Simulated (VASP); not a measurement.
Here is a VASP 6.6.1 calculation.

Contents of INCAR:

```
SYSTEM = Zn5Ga3N3O5
  PREC = Accurate
  ENCUT = 700
  EDIFF = 1E-6
  ISMEAR = -1
  SIGMA = 0.05
  LREAL = Auto
  LASPH = .True.
  NELM = 120
  ALGO = Normal
  ISIF = 2
  LWAVE = .False.
  LCHARG = .False.
  GGA = PS
  NBANDS = 86
  ISYM = -1
  GGA_COMPAT = .False.
```

KPOINTS

```
explicit points
1
Reciprocal
  0.25000000   0.25000000   0.25000000 1
```

File POSCAR:

```
Zn5Ga3N3O5
1.0
    6.4287110000      0.0000000000      0.0000000000
    0.0000000000      5.5674270000      0.0000000000
    0.0000000000      0.0000000000      5.2049820000
Ga Zn O N
3 5 5 3
Direct
    0.2628920000      0.1611890000      0.4592600000
    0.0082500000      0.6741600000      0.5167710000
    0.4723700000      0.3135360000      0.0017040000
    0.7463270000      0.1868780000      0.4918020000
    0.4571780000      0.6678520000      0.4816820000
    0.0051780000      0.3306840000      0.0300720000
    0.2212830000      0.8297140000      0.0271890000
    0.7531970000      0.8147230000      0.9937960000
    0.9835920000      0.3402650000      0.3909470000
    0.2652560000      0.8443870000      0.3736010000
    0.9884240000      0.6789170000      0.8640080000
    0.7553940000      0.1857900000      0.8640910000
    0.5086640000      0.6611080000      0.8532280000
    0.5191640000      0.3420930000      0.3726090000
    0.7490100000      0.8517170000      0.3860010000
    0.2444190000      0.1850050000      0.8607890000
```

Potentials or basis: VASP PAW PBE potentials, release 64 (Ga_d, Zn, O, N).

Launch:

```sh
$ cat potpaw_PBE.64/Ga_d/POTCAR potpaw_PBE.64/Zn/POTCAR potpaw_PBE.64/O/POTCAR potpaw_PBE.64/N/POTCAR > POTCAR
$ mpirun -np 1 vasp_std > vasp.out
```

(1) What does it give for the pressure?

(2) Estimate the largest force.

Results:

(1) 6.1 GPa.

(2) 7.493 eV/Å.

Caveat: the cell stands under pressure; the PAW data sets were made with another functional, which shifts forces and pressure a little.
